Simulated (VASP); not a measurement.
# GaN (Fm-3m) in VASP: a series of runs, part 2 of 2

VASP 6.6.1. Earlier steps stand in the parts before.

**4. Single point, r2SCAN (volume scaled by 1.04)**

File POSCAR:

```
GaN
1.0
    0.0000000000      2.1362070951      2.1362070951
    2.1362070951      0.0000000000      2.1362070951
    2.1362070951      2.1362070951      0.0000000000
Ga N
1 1
Direct
    0.5000000000      0.5000000000      0.5000000000
    0.0000000000      0.0000000000      0.0000000000
```

File INCAR.step1:

```
ALGO = Normal
EDIFF = 1E-4
ENCUT = 520
GGA = PE
ISMEAR = 0
LASPH = True
LCHARG = False
LREAL = False
LWAVE = True
NBANDS = 16
NELM = 100
PREC = Accurate
SIGMA = 0.05
```

File INCAR.step2:

```
ALGO = Normal
EDIFF = 1E-6
ENCUT = 520
ISIF = 2
ISMEAR = 0
ISTART = 1
LASPH = True
LCHARG = False
LMIXTAU = True
LREAL = False
LWAVE = False
METAGGA = R2SCAN
NBANDS = 16
NELM = 100
PREC = Accurate
SIGMA = 0.05
```

File KPOINTS:

```
k-points
0
Gamma
  10 10 10
```

Potentials or basis: VASP PAW PBE potentials, release 64 (Ga_d, N).

Launch:

```sh
$ cat potpaw_PBE.64/Ga_d/POTCAR potpaw_PBE.64/N/POTCAR > POTCAR
$ cp INCAR.step1 INCAR
$ mpirun -np 1 vasp_std > vasp.out
$ cp INCAR.step2 INCAR
$ mpirun -np 1 vasp_std > vasp.out
```

OUTCAR:

```text
EDIFF = 1E-6
   ENCUT = 520
   ISIF = 2
   ISMEAR = 0
   ISTART = 1
   LASPH = True
   LREAL = False
   METAGGA = R2SCAN
   NELM = 100
   PREC = Accurate

 ion  position               nearest neighbor table
   1  0.500  0.500  0.500-   2 2.14   2 2.14   2 2.14   2 2.14   2 2.14   2 2.14
   2  0.000  0.000  0.000-   1 2.14   1 2.14   1 2.14   1 2.14   1 2.14   1 2.14

  LATTYP: Found a face centered cubic cell.
 ALAT       =     4.2724141902

  Lattice vectors:

 A1 = (   0.0000000000,   2.1362070951,   2.1362070951)
 A2 = (   2.1362070951,   0.0000000000,   2.1362070951)
 A3 = (   2.1362070951,   2.1362070951,   0.0000000000)

Analysis of symmetry for initial positions (statically):
=====================================================================
 Subroutine PRICEL returns:
 Original cell was already a primitive cell.

 Routine SETGRP: Setting up the symmetry group for a
 face centered cubic supercell.

 Subroutine GETGRP returns: Found 48 space group operations
 (whereof 48 operations were pure point group operations)
 out of a pool of 48 trial point group operations.

The static configuration has the point symmetry O_h .
[... 160 lines left out ...]

 E-fermi :   7.5493     XC(G=0): -13.9677

 val. band max:        7.2376121293   @ k =  -0.2000   0.2000   0.0000
 cond. band min:       8.1534071953   @ k =   0.5000   0.5000   0.0000
 fundamental gap:      0.9157950661
 Fermi energy:         7.5493452399

 k-point     1 :       0.0000    0.0000    0.0000
  band No.  band energies     occupation
      1     -10.4819      2.00000
      2      -7.1473      2.00000
      3      -7.1473      2.00000
      4      -7.1473      2.00000
      5      -7.0852      2.00000
      6      -7.0852      2.00000
[... 433 lines left out ...]
      3      -7.0466      2.00000
      4      -6.9822      2.00000
      5      -6.9424      2.00000
      6      -5.9597      2.00000
[... 8 lines left out ...]
     15      32.5931      0.00000
     16      34.1213      0.00000

 [... further k-points ...]

------------------------ aborting loop because EDIFF is reached ----------------------------------------

  FORCE on cell =-STRESS in cart. coord.  units (eV):
  Direction    XX          YY          ZZ          XY          YZ          ZX
  --------------------------------------------------------------------------------------
  -------------------------------------------------------------------------------------
  Total       -0.9384290     -0.9384290     -0.9384290     -0.0000000     -0.0000000      0.0000000
  in kB      -77.1173271    -77.1173271    -77.1173271     -0.0000000     -0.0000000      0.0000000
  external PRESSURE =     -77.1173271 kB  Pullay stress =       0.0000000 kB

 VOLUME and BASIS-vectors are now :
 -----------------------------------------------------------------------------
  energy-cutoff  :      520.00
  volume of cell :       19.50
      direct lattice vectors                 reciprocal lattice vectors
     0.000000000  2.136207095  2.136207095    -0.234059704  0.234059704  0.234059704
     2.136207095  0.000000000  2.136207095     0.234059704 -0.234059704  0.234059704
     2.136207095  2.136207095  0.000000000     0.234059704  0.234059704 -0.234059704

 POSITION                                       TOTAL-FORCE (eV/Angst)
 -----------------------------------------------------------------------------------
      2.13621      2.13621      2.13621        -0.000000     -0.000000     -0.000000
      0.00000      0.00000      0.00000         0.000000      0.000000      0.000000
 -----------------------------------------------------------------------------------
    total drift:                                0.000000     -0.000000      0.000000

  FREE ENERGIE OF THE ION-ELECTRON SYSTEM (eV)
  ---------------------------------------------------
  free  energy   TOTEN  =       -20.9608210538 eV

  energy  without entropy=      -20.9608210538  energy(sigma->0) =      -20.96082105
```

OUTCAR.step1:

```text
EDIFF = 1E-4
   ENCUT = 520
   GGA = PE
   ISMEAR = 0
   LASPH = True
[... 676 lines left out ...]
 -----------------------------------------------------------------------------------
      2.13621      2.13621      2.13621         0.000000     -0.000000      0.000000
      0.00000      0.00000      0.00000        -0.000000      0.000000     -0.000000
 -----------------------------------------------------------------------------------
    total drift:                                0.000000     -0.000000      0.000000

  FREE ENERGIE OF THE ION-ELECTRON SYSTEM (eV)
  ---------------------------------------------------
  free  energy   TOTEN  =       -11.2065837643 eV

  energy  without entropy=      -11.2065837643  energy(sigma->0) =      -11.20658376
```

OSZICAR.step1:

```text
N       E                     dE             d eps       ncg     rms          rms(c)
DAV:   1     0.749463001748E+02    0.74946E+02   -0.89578E+03  1648   0.212E+03
DAV:   2    -0.829340444831E+01   -0.83240E+02   -0.77087E+02  1760   0.317E+02
DAV:   3    -0.129515398049E+02   -0.46581E+01   -0.46392E+01  1736   0.635E+01
DAV:   4    -0.129947542397E+02   -0.43214E-01   -0.43209E-01  1872   0.644E+00
DAV:   5    -0.129952270591E+02   -0.47282E-03   -0.47282E-03  1784   0.610E-01    0.726E+00
DAV:   6    -0.112304138019E+02    0.17648E+01   -0.44305E+00  2168   0.387E+01    0.240E+00
DAV:   7    -0.112216821149E+02    0.87317E-02   -0.22136E-01  1800   0.531E+00    0.156E+00
DAV:   8    -0.112085994560E+02    0.13083E-01   -0.36910E-02  1656   0.210E+00    0.571E-01
DAV:   9    -0.112065408332E+02    0.20586E-02   -0.69484E-03  1816   0.177E+00    0.126E-01
DAV:  10    -0.112065837643E+02   -0.42931E-04   -0.64058E-04  1736   0.297E-01
   1 F= -.11206584E+02 E0= -.11206584E+02  d E =-.621146E-11
```

Run time: 1.8 min. Hardware: 1 thread of AMD EPYC 7R13, shared host; peak memory 0.12 GiB.

Results:

```
Free energy            : -20.9608 eV
Pressure               : -7.7 GPa
Band gap on the k mesh : 0.92 eV, indirect (least direct gap 2.90 eV)
```

Caveat: the PAW data sets were made with another functional, which shifts forces and pressure a little. A k mesh can miss the band edges.

**5. The runs side by side**

```tsv
cell	gap on the mesh (eV)	pressure (GPa)
a = 2.982 Å, angles 60.0°, 2 atoms	1.18	1.3
a = 3.002 Å, angles 60.0°, 2 atoms	1.04	-3.4
a = 3.021 Å, angles 60.0°, 2 atoms	0.92	-7.7
```

Alike in all rows: task single point; level r2SCAN; potentials or basis VASP PAW PBE potentials, release 64 (Ga_d, N); no spin polarisation; k mesh 10 × 10 × 10; cutoff (eV) 520; smearing gaussian 0.05 eV.

Caveats: the PAW data sets were made with another functional, which shifts forces and pressure a little.

Absolute energies hang on the potentials; compare differences alone.
